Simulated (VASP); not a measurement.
# WS2 (P6_3/mmc) in VASP: single point with PBE

Aim: the single point of WS2 with PBE.

Everything below comes from runs of VASP 6.6.1. Logs are shortened: lines on timing, memory, paths and dates and some standing lists are left out, and cuts for length are marked.

## Step 1: The cell of the first run

Symmetry: P6_3/mmc, No. 194, hexagonal system. Conventional cell: a = 3.180 Å, b = 3.180 Å, c = 12.500 Å, α = 90.00°, β = 90.00°, γ = 120.00°. Within 3.2 Å of W (site symmetry -6m2) lie 6 S at 2.45 Å and 6 W at 3.18 Å. Within 3.3 Å of S (site symmetry 3m) lie 3 W at 2.45 Å and 7 S at 3.18 to 3.25 Å.

## Step 2: Single point, PBE

Input file INCAR:

```
SYSTEM = WS2
  PREC = Accurate
  ENCUT = 520
  EDIFF = 1E-6
  ISMEAR = 0
  SIGMA = 0.05
  LREAL = .FALSE.
  LASPH = .TRUE.
  NELM = 100
  ALGO = Normal
  ISIF = 2
  LWAVE = .FALSE.
  LCHARG = .FALSE.
  GGA = PE
  NBANDS = 35
```

Input file KPOINTS:

```
regular mesh
0
G
  12 12 4
  0 0 0
```

Input file POSCAR:

```
WS2
1.0
    3.1799996605      0.0000000000      0.0000000000
   -1.5899998303      2.7539604900      0.0000000000
    0.0000000000      0.0000000000     12.5000000000
W S
2 4
Direct
    0.3333333333      0.6666666667      0.2500000000
    0.6666666667      0.3333333333      0.7500000000
    0.3333333333      0.6666666667      0.6200000000
    0.6666666667      0.3333333333      0.1200000000
    0.3333333333      0.6666666667      0.8800000000
    0.6666666667      0.3333333333      0.3800000000
```

Potentials or basis: VASP PAW PBE potentials, release 64 (W_sv, S).

Launch:

```
$ cat potpaw_PBE.64/W_sv/POTCAR potpaw_PBE.64/S/POTCAR > POTCAR
$ mpirun -np 1 vasp_std > vasp.out
```

OUTCAR:

```text
SYSTEM = WS2
   PREC = Accurate
   ENCUT = 520
   EDIFF = 1E-6
   ISMEAR = 0
   LREAL = .FALSE.
   LASPH = .TRUE.
   NELM = 100
   ISIF = 2
   GGA = PE

 ion  position               nearest neighbor table
   1  0.333  0.667  0.250-   4 2.45   6 2.45   4 2.45   6 2.45   4 2.45   6 2.45
   2  0.667  0.333  0.750-   3 2.45   5 2.45   3 2.45   5 2.45   3 2.45   5 2.45
   3  0.333  0.667  0.620-   2 2.45   2 2.45   2 2.45
   4  0.667  0.333  0.120-   1 2.45   1 2.45   1 2.45
   5  0.333  0.667  0.880-   2 2.45   2 2.45   2 2.45
   6  0.667  0.333  0.380-   1 2.45   1 2.45   1 2.45

  LATTYP: Found a hexagonal cell.
 ALAT       =     3.1799996605
 C/A-ratio  =     3.9308180297

  Lattice vectors:

 A1 = (   3.1799996605,   0.0000000000,   0.0000000000)
 A2 = (  -1.5899998303,   2.7539604900,   0.0000000000)
 A3 = (   0.0000000000,   0.0000000000,  12.5000000000)

Analysis of symmetry for initial positions (statically):
=====================================================================
 Subroutine PRICEL returns:
 Original cell was already a primitive cell.

 Routine SETGRP: Setting up the symmetry group for a
 hexagonal supercell.

 Subroutine GETGRP returns: Found 24 space group operations
 (whereof 12 operations were pure point group operations)
 out of a pool of 24 trial point group operations.

The static configuration has the point symmetry D_3d.
 The point group associated with its full space group is D_6h.

Analysis of symmetry for dynamics (positions and initial velocities):
=====================================================================
 Subroutine PRICEL returns:
 Original cell was already a primitive cell.

 Routine SETGRP: Setting up the symmetry group for a
 hexagonal supercell.

 Subroutine GETGRP returns: Found 24 space group operations
 (whereof 12 operations were pure point group operations)
 out of a pool of 24 trial point group operations.

The dynamic configuration has the point symmetry D_3d.
 The point group associated with its full space group is D_6h.

 Subroutine INISYM returns: Found 24 space group operations
 (whereof 12 operations are pure point group operations),
 and found     1 'primitive' translations

----------------------------------------------------------------------------------------

                                     Primitive cell

  volume of cell :     109.4699

  direct lattice vectors                    reciprocal lattice vectors
     3.179999661  0.000000000  0.000000000     0.314465442  0.181556708  0.000000000
    -1.589999830  2.753960490  0.000000000     0.000000000  0.363113416  0.000000000
     0.000000000  0.000000000 12.500000000     0.000000000  0.000000000  0.080000000

  length of vectors
     3.179999661  3.179999661 12.500000000     0.363113416  0.363113416  0.080000000

  position of ions in fractional coordinates (direct lattice)
     0.333333333  0.666666667  0.250000000
     0.666666667  0.333333333  0.750000000
     0.333333333  0.666666667  0.620000000
     0.666666667  0.333333333  0.120000000
     0.333333333  0.666666667  0.880000000
     0.666666667  0.333333333  0.380000000

  ion indices of the primitive-cell ions
   primitive index   ion index
                 1           1
                 2           2
                 3           3
                 4           4
                 5           5
                 6           6

----------------------------------------------------------------------------------------

 KPOINTS: regular mesh

Automatic generation of k-mesh.
 Grid dimensions read from file:
 generate k-points for:   12   12    4

 Generating k-lattice:

  Cartesian coordinates                     Fractional coordinates (reciprocal lattice)
     0.026205454  0.015129726  0.000000000     0.083333333  0.000000000  0.000000000
     0.000000000  0.030259451  0.000000000     0.000000000  0.083333333  0.000000000
     0.000000000  0.000000000  0.020000000     0.000000000  0.000000000  0.250000000

  Length of vectors
     0.030259451  0.030259451  0.020000000

  Shift w.r.t. Gamma in fractional coordinates (k-lattice)
     0.000000000  0.000000000  0.000000000

 Subroutine IBZKPT returns following result:
 ===========================================

 Found     57 irreducible k-points:

 Following reciprocal coordinates:
            Coordinates               Weight
  0.000000  0.000000  0.000000      1.000000
  0.083333 -0.000000  0.000000      6.000000
  0.166667 -0.000000  0.000000      6.000000
  0.250000 -0.000000  0.000000      6.000000
  0.333333 -0.000000  0.000000      6.000000
  0.416667  0.000000  0.000000      6.000000
[... 16 lines left out ...]
  0.250000 -0.000000  0.250000     12.000000
  0.333333 -0.000000  0.250000     12.000000
 [... further k-points ...]
   k-points           NKPTS =     57   k-points in BZ     NKDIM =     57   number of bands    NBANDS=     35
   number of dos      NEDOS =    301   number of ions     NIONS =      6
   total plane-waves  NPLWV =  55296
   dimension x,y,z NGX =    24 NGY =   24 NGZ =   96
   dimension x,y,z NGXF=    48 NGYF=   48 NGZF=  192
   ions per type =               2   4
   NGX,Y,Z   is equivalent  to a cutoff of  12.55, 12.55, 12.77 a.u.
   NGXF,Y,Z  is equivalent  to a cutoff of  25.09, 25.09, 25.54 a.u.
 SYSTEM =  WS2
   PREC   = accura    normal or accurate (medium, high low for compatibility)
   ISTART =      0    job   : 0-new  1-cont  2-samecut
   ICHARG =      2    charge: 1-file 2-atom 10-const
   ISPIN  =      1    spin polarized calculation?
   LNONCOLLINEAR =      F non collinear calculations
   LSORBIT =      F    spin-orbit coupling
   LASPH  =      T    aspherical Exc in radial PAW
   ENCUT  =  520.0 eV  38.22 Ry    6.18 a.u.   5.91  5.91 23.24*2*pi/ulx,y,z
   NELM   =    100;   NELMIN=  2; NELMDL= -5     # of ELM steps
   EDIFF  = 0.1E-05   stopping-criterion for ELM
   LREAL  =      F    real-space projection
   EDIFFG = 0.1E-04   stopping-criterion for IOM
   NSW    =      0    number of steps for IOM
   IBRION =     -1    ionic relax: 0-MD 1-quasi-New 2-CG
   NFREE  =      0    steps in history (QN), initial steepest desc. (CG)
   ISIF   =      2    stress and relaxation
   ISYM   =      2    0-nonsym 1-usesym 2-fastsym
   POTIM  = 0.5000    time-step for ionic-motion
   TEBEG  =    0.0;   TEEND  =   0.0 temperature during run
   PSTRESS=    0.0 pullay stress
   NELECT =      52.0000    total number of electrons
   NUPDOWN=      -1.0000    fix difference up-down
   EMIN   =  10.00;   EMAX   =-10.00  energy-range for DOS
   EFERMI =   0.00;   METHOD = LEGACY
   ISMEAR =     0;   SIGMA  =   0.05  broadening in eV -4-tet -1-fermi 0-gaus
   EFERMI_NEDOS =   21; number of points for ismear=-14 and -15
   IALGO  =     38    algorithm
   IMIX   =      4    mixing-type and parameters
     AMIX     =   0.40;   BMIX     =  1.00
     AMIX_MAG =   1.60;   BMIX_MAG =  1.00
  volume/ion in A,a.u.               =      18.24       123.12
  Fermi-wavevector in a.u.,A,eV,Ry     =   1.277353  2.413848 22.199692  1.631631
  Thomas-Fermi vector in A             =   2.409958
   LORBIT       =      0    0 simple, 1 ext, 2 COOP (PROOUT), +10 PAW based schemes
   GGA     = PE    functional components
   LHFCALC =     F    Hartree Fock is set to
   AEXX    =    0.0000 exact exchange contribution
   IVDW    =     0    specifies the selected vdW correction
   LEPSILON=     F    determine dielectric tensor
   LRPA    =     F    only Hartree local field effects (RPA)
 non-spin polarized calculation
 Gauss-broadening in eV      SIGMA  =   0.05
  energy-cutoff  :      520.00
  volume of cell :      109.47
 maximum number of plane-waves:      2976
 NGX is ok and might be reduce to    24
   NGX = 11   NGY = 11   NGZ = 47

 number of electron      52.0000006 magnetization

 Free energy of the ion-electron system (eV)
  ---------------------------------------------------
  ext. energy  EPLUGINS =         0.00000000
  ---------------------------------------------------
  free energy    TOTEN  =       -47.16172628 eV

  energy without entropy =      -47.16172628  energy(sigma->0) =      -47.16172628

 E-fermi :   7.2863     XC(G=0): -10.8542

 val. band max:        6.9582196659   @ k =   0.0000   0.0000   0.0000
 cond. band min:       7.9643765211   @ k =   0.1667   0.1667   0.0000
 fundamental gap:      1.0061568552
 Fermi energy:         7.2863089444

 k-point     1 :       0.0000    0.0000    0.0000
  band No.  band energies     occupation
      1     -67.5694      2.00000
      2     -67.5694      2.00000
      3     -31.7823      2.00000
      4     -31.7823      2.00000
      5     -31.6183      2.00000
      6     -31.6183      2.00000
[... 27 lines left out ...]
     34       9.4589      0.00000
     35      11.7672      0.00000

 k-point     2 :       0.0833   -0.0000    0.0000
  band No.  band energies     occupation
      1     -67.5683      2.00000
      2     -67.5683      2.00000
      3     -31.7784      2.00000
      4     -31.7784      2.00000
      5     -31.6404      2.00000
      6     -31.6404      2.00000
[... 27 lines left out ...]
     34       9.5923      0.00000
     35      12.2812      0.00000

 k-point     3 :       0.1667   -0.0000    0.0000
  band No.  band energies     occupation
      1     -67.5653      2.00000
      2     -67.5652      2.00000
      3     -31.7678      2.00000
      4     -31.7678      2.00000
      5     -31.7003      2.00000
      6     -31.7003      2.00000
[... 27 lines left out ...]
     34      10.0743      0.00000
     35      13.2280      0.00000

 k-point     4 :       0.2500   -0.0000    0.0000
  band No.  band energies     occupation
      1     -67.5611      2.00000
      2     -67.5611      2.00000
      3     -31.7813      2.00000
      4     -31.7813      2.00000
      5     -31.7533      2.00000
      6     -31.7533      2.00000
[... 27 lines left out ...]
     34      10.5711      0.00000
     35      13.5496      0.00000

 k-point     5 :       0.3333   -0.0000    0.0000
  band No.  band energies     occupation
      1     -67.5570      2.00000
      2     -67.5570      2.00000
      3     -31.8611      2.00000
      4     -31.8611      2.00000
      5     -31.7387      2.00000
      6     -31.7387      2.00000
[... 638 lines left out ...]
 k-point    22 :       0.1667   -0.0000    0.2500
  band No.  band energies     occupation
      1     -67.5653      2.00000
      2     -67.5652      2.00000
      3     -31.7678      2.00000
      4     -31.7678      2.00000
      5     -31.7003      2.00000
      6     -31.7003      2.00000
[... 27 lines left out ...]
     34      10.0581      0.00000
     35      13.2824      0.00000

 k-point    23 :       0.2500   -0.0000    0.2500
  band No.  band energies     occupation
      1     -67.5612      2.00000
      2     -67.5611      2.00000
      3     -31.7813      2.00000
      4     -31.7813      2.00000
      5     -31.7533      2.00000
      6     -31.7533      2.00000
[... 27 lines left out ...]
     34      10.5382      0.00000
     35      13.5464      0.00000

 k-point    24 :       0.3333   -0.0000    0.2500
  band No.  band energies     occupation
      1     -67.5570      2.00000
      2     -67.5570      2.00000
      3     -31.8611      2.00000
      4     -31.8611      2.00000
      5     -31.7387      2.00000
      6     -31.7387      2.00000
[... 27 lines left out ...]
     34      10.8828      0.00000
     35      12.7272      0.00000

 [... further k-points ...]
[... 5 lines left out ...]
  --------------------------------------------------------------------------------------
  -------------------------------------------------------------------------------------
  Total       -1.4258445     -1.4258445     -4.7775667      0.0000000     -0.0000000      0.0000000
  in kB      -20.8683424    -20.8683424    -69.9234012      0.0000000     -0.0000000      0.0000000
  external PRESSURE =     -37.2200287 kB  Pullay stress =       0.0000000 kB

 VOLUME and BASIS-vectors are now :
 -----------------------------------------------------------------------------
  energy-cutoff  :      520.00
  volume of cell :      109.47
      direct lattice vectors                 reciprocal lattice vectors
     3.179999661  0.000000000  0.000000000     0.314465442  0.181556708  0.000000000
    -1.589999830  2.753960490  0.000000000     0.000000000  0.363113416  0.000000000
     0.000000000  0.000000000 12.500000000     0.000000000  0.000000000  0.080000000

 POSITION                                       TOTAL-FORCE (eV/Angst)
 -----------------------------------------------------------------------------------
     -0.00000      1.83597      3.12500        -0.000000      0.000000      0.000000
      1.59000      0.91799      9.37500         0.000000      0.000000      0.000000
     -0.00000      1.83597      7.75000        -0.000000      0.000000      1.054792
      1.59000      0.91799      1.50000         0.000000     -0.000000      1.054792
     -0.00000      1.83597     11.00000        -0.000000      0.000000     -1.054792
      1.59000      0.91799      4.75000         0.000000     -0.000000     -1.054792
 -----------------------------------------------------------------------------------
    total drift:                               -0.000000      0.000000     -0.000000

  FREE ENERGIE OF THE ION-ELECTRON SYSTEM (eV)
  ---------------------------------------------------
  free  energy   TOTEN  =       -47.1617262764 eV

  energy  without entropy=      -47.1617262764  energy(sigma->0) =      -47.16172628
```

Run time: 5.9 min. Hardware: 1 thread of AMD EPYC 7R13, shared host; peak memory 0.3 GiB.

Results:

```yaml
Free_energy: -47.1617 eV
Pressure: -3.7 GPa
Largest_force: 1.055 eV/Å
Band_gap_on_the_k_mesh: 1.01 eV (least direct gap 1.87 eV)
```

Forces on the atoms (eV/Å):
```
W    0.000  0.000  0.000
W    0.000  0.000  0.000
S    0.000  0.000  1.055
S    0.000  0.000  1.055
S    0.000  0.000 -1.055
S    0.000  0.000 -1.055
```

Caveat: the cell stands under tension; spin-orbit coupling is left out, which moves the levels of the heavy elements; this functional lacks dispersion, which binds the layers, so the pressure and a relaxed spacing across them are unreliable; forces of over 1 eV/Å act on the atoms, so gaps and moduli don't describe the material at rest. PBE gaps usually lie below the measured ones, often by a third to a half.
